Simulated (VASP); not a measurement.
# Li2TaO2 (Immm) in VASP: single point with r2SCAN

Aim: the single point of Li2TaO2 with r2SCAN.

All numbers are computed with VASP 6.6.1; they aren't measurements. Logs are shortened: lines on timing, memory, paths and dates and some standing lists are left out, and cuts for length are marked.

### 1 The cell of the first run

Symmetry: Immm, No. 71, orthorhombic system. Conventional cell: a = 2.948 Å, b = 3.767 Å, c = 9.665 Å, α = 90.00°, β = 90.00°, γ = 90.00°. Li (site symmetry mm2) has 4 O at 2.00 to 2.03 Å and 4 Li at 2.50 Å and 1 Ta at 2.77 Å within 2.8 Å. Within 2.8 Å of Ta (site symmetry mmm) lie 4 O at 2.02 Å and 2 Li at 2.77 Å. Within 2.8 Å of O (site symmetry mm2) lie 4 Li at 2.00 to 2.03 Å and 2 Ta at 2.02 Å and 1 O at 2.75 Å.

### 2 Single point, r2SCAN

Input file POSCAR:

```
Li2TaO2
1.0
    0.0000000000      2.9479480000      0.0000000000
    3.7665700000      0.0000000000      0.0000000000
    1.8832850000      1.4739740000     -4.8325110000
Li Ta O
2 1 2
Direct
    0.2869000000      0.7869000000      0.4262000000
    0.7131000000      0.2131000000      0.5738000000
    0.0000000000      0.5000000000      0.0000000000
    0.3577000000      0.3577000000      0.2846000000
    0.6423000000      0.6423000000      0.7154000000
```

Input file INCAR.step1:

```
PREC = Accurate ; ENCUT = 520
ISMEAR = 1 ; SIGMA = 0.2103
LREAL = False ; LASPH = True
NELM = 60 ; NBANDS = 22
GGA = PE ; ALGO = Normal
EDIFF = 1E-4 ; LWAVE = True
LCHARG = False
```

Input file INCAR.step2:

```
PREC = Accurate ; ENCUT = 520
EDIFF = 1E-7 ; ISMEAR = 1
SIGMA = 0.2103 ; LREAL = False
LASPH = True ; NELM = 60
ALGO = Normal ; ISIF = 2
LWAVE = False ; LCHARG = False
METAGGA = R2SCAN ; LMIXTAU = True
NBANDS = 22 ; ISTART = 1
```

Input file KPOINTS:

```
Automatic mesh
0
Gamma
  8 8 8
```

Potentials or basis: VASP PAW PBE potentials, release 64 (Li_sv, Ta_pv, O).

Command:

```console
$ cat potpaw_PBE.64/Li_sv/POTCAR potpaw_PBE.64/Ta_pv/POTCAR potpaw_PBE.64/O/POTCAR > POTCAR
$ cp INCAR.step1 INCAR
$ mpirun -np 1 vasp_std > vasp.out
$ cp INCAR.step2 INCAR
$ mpirun -np 1 vasp_std > vasp.out
```

OUTCAR:

```text
PREC = Accurate
   ENCUT = 520
   EDIFF = 1E-7
   ISMEAR = 1
   LREAL = False
   LASPH = True
   NELM = 60
   ISIF = 2
   METAGGA = R2SCAN
   ISTART = 1

 ion  position               nearest neighbor table
   1  0.287  0.787  0.426-   4 2.00   4 2.00   5 2.03   5 2.03   2 2.50   2 2.50   2 2.50   2 2.50
                             3 2.77
   2  0.713  0.213  0.574-   5 2.00   5 2.00   4 2.03   4 2.03   1 2.50   1 2.50   1 2.50   1 2.50
                             3 2.77
   3  0.000  0.500  0.000-   5 2.02   4 2.02   5 2.02   4 2.02   1 2.77   2 2.77
   4  0.358  0.358  0.285-   1 2.00   1 2.00   3 2.02   3 2.02   2 2.03   2 2.03
   5  0.642  0.642  0.715-   2 2.00   2 2.00   3 2.02   3 2.02   1 2.03   1 2.03

  LATTYP: Found a body centered orthorhombic cell.
 ALAT       =     2.9479480000
 B/A-ratio  =     1.2776921438
 C/A-ratio  =     3.2785591876

  Lattice vectors:

 A1 = (   1.8832850000,   1.4739740000,   4.8325110000)
 A2 = (  -1.8832850000,  -1.4739740000,   4.8325110000)
 A3 = (   1.8832850000,  -1.4739740000,  -4.8325110000)

Analysis of symmetry for initial positions (statically):
=====================================================================
 Subroutine PRICEL returns:
 Original cell was already a primitive cell.

 Routine SETGRP: Setting up the symmetry group for a
 body centered orthorhombic supercell.

 Subroutine GETGRP returns: Found  8 space group operations
 (whereof  8 operations were pure point group operations)
 out of a pool of  8 trial point group operations.

The static configuration has the point symmetry D_2h.

Analysis of symmetry for dynamics (positions and initial velocities):
=====================================================================
 Subroutine PRICEL returns:
 Original cell was already a primitive cell.

 Routine SETGRP: Setting up the symmetry group for a
 body centered orthorhombic supercell.

 Subroutine GETGRP returns: Found  8 space group operations
 (whereof  8 operations were pure point group operations)
 out of a pool of  8 trial point group operations.

The dynamic configuration has the point symmetry D_2h.

 Subroutine INISYM returns: Found  8 space group operations
 (whereof  8 operations are pure point group operations),
 and found     1 'primitive' translations

----------------------------------------------------------------------------------------

                                     Primitive cell

  volume of cell :      53.6585

  direct lattice vectors                    reciprocal lattice vectors
     0.000000000  2.947948000  0.000000000     0.000000000  0.339219009  0.103465879
     3.766570000  0.000000000  0.000000000     0.265493539  0.000000000  0.103465879
     1.883285000  1.473974000 -4.832511000     0.000000000  0.000000000 -0.206931759

  length of vectors
     2.947948000  3.766570000  5.391894315     0.354647324  0.284942113  0.206931759

  position of ions in fractional coordinates (direct lattice)
     0.286900000  0.786900000  0.426200000
     0.713100000  0.213100000  0.573800000
     0.000000000  0.500000000  0.000000000
     0.357700000  0.357700000  0.284600000
     0.642300000  0.642300000  0.715400000

  ion indices of the primitive-cell ions
   primitive index   ion index
                 1           1
                 2           2
                 3           3
                 4           4
                 5           5

----------------------------------------------------------------------------------------

 KPOINTS: Automatic mesh

Automatic generation of k-mesh.
 Grid dimensions read from file:
 generate k-points for:    8    8    8

 Generating k-lattice:

  Cartesian coordinates                     Fractional coordinates (reciprocal lattice)
     0.000000000  0.042402376  0.012933235     0.125000000  0.000000000  0.000000000
     0.033186692  0.000000000  0.012933235     0.000000000  0.125000000  0.000000000
     0.000000000  0.000000000 -0.025866470     0.000000000  0.000000000  0.125000000

  Length of vectors
     0.044330916  0.035617764  0.025866470

  Shift w.r.t. Gamma in fractional coordinates (k-lattice)
     0.000000000  0.000000000  0.000000000

 Subroutine IBZKPT returns following result:
 ===========================================

 Found     95 irreducible k-points:

 Following reciprocal coordinates:
            Coordinates               Weight
  0.000000  0.000000  0.000000      1.000000
  0.125000  0.000000 -0.000000      4.000000
  0.250000  0.000000 -0.000000      4.000000
  0.375000  0.000000 -0.000000      4.000000
  0.500000  0.000000 -0.000000      2.000000
  0.000000  0.125000  0.000000      4.000000
[... 16 lines left out ...]
  0.125000  0.375000  0.000000      8.000000
  0.250000  0.375000  0.000000      8.000000
 [... further k-points ...]
   k-points           NKPTS =     95   k-points in BZ     NKDIM =     95   number of bands    NBANDS=     22
   number of dos      NEDOS =    301   number of ions     NIONS =      5
   total plane-waves  NPLWV =  26880
   dimension x,y,z NGX =    24 NGY =   28 NGZ =   40
   dimension x,y,z NGXF=    48 NGYF=   56 NGZF=   80
   ions per type =               2   1   2
   NGX,Y,Z   is equivalent  to a cutoff of  13.53, 12.36, 12.33 a.u.
   NGXF,Y,Z  is equivalent  to a cutoff of  27.07, 24.72, 24.67 a.u.
 SYSTEM =  unknown system
   PREC   = accura    normal or accurate (medium, high low for compatibility)
   ISTART =      1    job   : 0-new  1-cont  2-samecut
   ICHARG =      0    charge: 1-file 2-atom 10-const
   ISPIN  =      1    spin polarized calculation?
   LNONCOLLINEAR =      F non collinear calculations
   LSORBIT =      F    spin-orbit coupling
   LASPH  =      T    aspherical Exc in radial PAW
   ENCUT  =  520.0 eV  38.22 Ry    6.18 a.u.   5.48  7.00 10.03*2*pi/ulx,y,z
   NELM   =     60;   NELMIN=  2; NELMDL=  0     # of ELM steps
   EDIFF  = 0.1E-06   stopping-criterion for ELM
   LREAL  =      F    real-space projection
   EDIFFG = 0.1E-05   stopping-criterion for IOM
   NSW    =      0    number of steps for IOM
   IBRION =     -1    ionic relax: 0-MD 1-quasi-New 2-CG
   NFREE  =      0    steps in history (QN), initial steepest desc. (CG)
   ISIF   =      2    stress and relaxation
   ISYM   =      2    0-nonsym 1-usesym 2-fastsym
   POTIM  = 0.5000    time-step for ionic-motion
   TEBEG  =    0.0;   TEEND  =   0.0 temperature during run
   PSTRESS=    0.0 pullay stress
   NELECT =      29.0000    total number of electrons
   NUPDOWN=      -1.0000    fix difference up-down
   EMIN   =  10.00;   EMAX   =-10.00  energy-range for DOS
   EFERMI =   0.00;   METHOD = LEGACY
   ISMEAR =     1;   SIGMA  =   0.21  broadening in eV -4-tet -1-fermi 0-gaus
   EFERMI_NEDOS =   21; number of points for ismear=-14 and -15
   IALGO  =     38    algorithm
   IMIX   =      4    mixing-type and parameters
     AMIX     =   0.40;   BMIX     =  1.00
     AMIX_MAG =   1.60;   BMIX_MAG =  1.00
  volume/ion in A,a.u.               =      10.73        72.42
  Fermi-wavevector in a.u.,A,eV,Ry     =   1.333505  2.519959 24.194358  1.778235
  Thomas-Fermi vector in A             =   2.462358
   LORBIT       =      0    0 simple, 1 ext, 2 COOP (PROOUT), +10 PAW based schemes
   METAGGA = R2SCAN    functional components
   LHFCALC =     F    Hartree Fock is set to
   AEXX    =    0.0000 exact exchange contribution
   IVDW    =     0    specifies the selected vdW correction
   LEPSILON=     F    determine dielectric tensor
   LRPA    =     F    only Hartree local field effects (RPA)
 non-spin polarized calculation
 Methfessel and Paxton  Order N= 1 SIGMA  =   0.21
  energy-cutoff  :      520.00
  volume of cell :       53.66
 maximum number of plane-waves:      1465
 NGX is ok and might be reduce to    24
   NGX = 11   NGY = 13   NGZ = 19

 number of electron      29.0000006 magnetization

 Free energy of the ion-electron system (eV)
  ---------------------------------------------------
  ext. energy  EPLUGINS =         0.00000000
  ---------------------------------------------------
  free energy    TOTEN  =       -74.14696231 eV

  energy without entropy =      -74.13800638  energy(sigma->0) =      -74.14397700

 E-fermi :   5.9562     XC(G=0): -11.3630

 val. band max:        5.9556205630   @ k =  -0.1250   0.5000   0.1250
 cond. band min:       5.9636719259   @ k =   0.5000   0.3750   0.1250
 fundamental gap:      0.0080513629
 Fermi energy:         5.9561550039

 k-point     1 :       0.0000    0.0000    0.0000
  band No.  band energies     occupation
      1     -43.0736      2.00000
      2     -42.9636      2.00000
      3     -31.6280      2.00000
      4     -31.4195      2.00000
      5     -31.2081      2.00000
      6     -17.2369      2.00000
[... 14 lines left out ...]
     21      14.0939      0.00000
     22      15.5074      0.00000

 k-point     2 :       0.1250    0.0000   -0.0000
  band No.  band energies     occupation
      1     -43.0678      2.00000
      2     -42.9662      2.00000
      3     -31.5947      2.00000
      4     -31.5582      2.00000
      5     -31.1981      2.00000
      6     -17.0276      2.00000
[... 14 lines left out ...]
     21      14.1626      0.00000
     22      15.0203      0.00000

 k-point     3 :       0.2500    0.0000   -0.0000
  band No.  band energies     occupation
      1     -43.0520      2.00000
      2     -42.9742      2.00000
      3     -31.8787      2.00000
      4     -31.5129      2.00000
      5     -31.1738      2.00000
      6     -16.5287      2.00000
[... 14 lines left out ...]
     21      13.1670      0.00000
     22      14.4426      0.00000
[... 476 lines left out ...]
 k-point    23 :       0.1250    0.3750    0.0000
  band No.  band energies     occupation
      1     -43.0355      2.00000
      2     -42.9965      2.00000
      3     -31.5910      2.00000
      4     -31.5558      2.00000
      5     -31.2391      2.00000
      6     -16.9619      2.00000
[... 14 lines left out ...]
     21      12.9023      0.00000
     22      13.5399      0.00000

 k-point    24 :       0.2500    0.3750    0.0000
  band No.  band energies     occupation
      1     -43.0269      2.00000
      2     -42.9970      2.00000
      3     -31.8756      2.00000
      4     -31.5094      2.00000
      5     -31.2135      2.00000
      6     -16.4765      2.00000
[... 14 lines left out ...]
     21      13.4684      0.00000
     22      14.5447      0.00000

 [... further k-points ...]

------------------------ aborting loop because EDIFF is reached ----------------------------------------

  FORCE on cell =-STRESS in cart. coord.  units (eV):
  Direction    XX          YY          ZZ          XY          YZ          ZX
  --------------------------------------------------------------------------------------
  -------------------------------------------------------------------------------------
  Total       -1.2317487      4.2871288      4.3643085     -0.0000000      0.0000000      0.0000000
  in kB      -36.7784974    128.0083794    130.3128707     -0.0000000      0.0000000      0.0000000
  external PRESSURE =      73.8475842 kB  Pullay stress =       0.0000000 kB

 VOLUME and BASIS-vectors are now :
 -----------------------------------------------------------------------------
  energy-cutoff  :      520.00
  volume of cell :       53.66
      direct lattice vectors                 reciprocal lattice vectors
     0.000000000  2.947948000  0.000000000     0.000000000  0.339219009  0.103465879
     3.766570000  0.000000000  0.000000000     0.265493539  0.000000000  0.103465879
     1.883285000  1.473974000 -4.832511000     0.000000000  0.000000000 -0.206931759

 POSITION                                       TOTAL-FORCE (eV/Angst)
 -----------------------------------------------------------------------------------
      3.76657      1.47397     -2.05962        -0.000000      0.000000      0.585515
      1.88328      2.94795     -2.77289         0.000000     -0.000000     -0.585515
      1.88329      0.00000      0.00000        -0.000000      0.000000      0.000000
      1.88329      1.47397     -1.37533        -0.000000     -0.000000     -2.137732
      3.76657      2.94795     -3.45718         0.000000      0.000000      2.137732
 -----------------------------------------------------------------------------------
    total drift:                               -0.000000     -0.000000      0.000000

  FREE ENERGIE OF THE ION-ELECTRON SYSTEM (eV)
  ---------------------------------------------------
  free  energy   TOTEN  =       -74.1469623096 eV

  energy  without entropy=      -74.1380063763  energy(sigma->0) =      -74.14397700
```

Wall time 16 min (1 thread of AMD EPYC 7R43 (Zen 3), shared host); peak memory 0.22 GiB.

Results:

- Free energy: -74.1470 eV
- Largest force: 2.138 eV/Å
- Band gap on the k mesh: zero (an odd number of electrons rules out a gap without spin polarisation)

Forces on the atoms (eV/Å):
```
Li   0.000  0.000  0.586
Li   0.000  0.000 -0.586
Ta   0.000  0.000  0.000
O    0.000  0.000 -2.138
O    0.000  0.000  2.138
```

Caveat: the cutoff is under 1.25 times the usual one of these potentials, so pressure, stress and relaxed cells hold a basis-set (Pulay) error; the PAW data sets were made with another functional, which shifts forces and pressure a little; spin-orbit coupling is left out, which moves the levels of the heavy elements; an odd number of electrons without spin polarisation forces a metal; a magnetic or distorted state may lie lower.
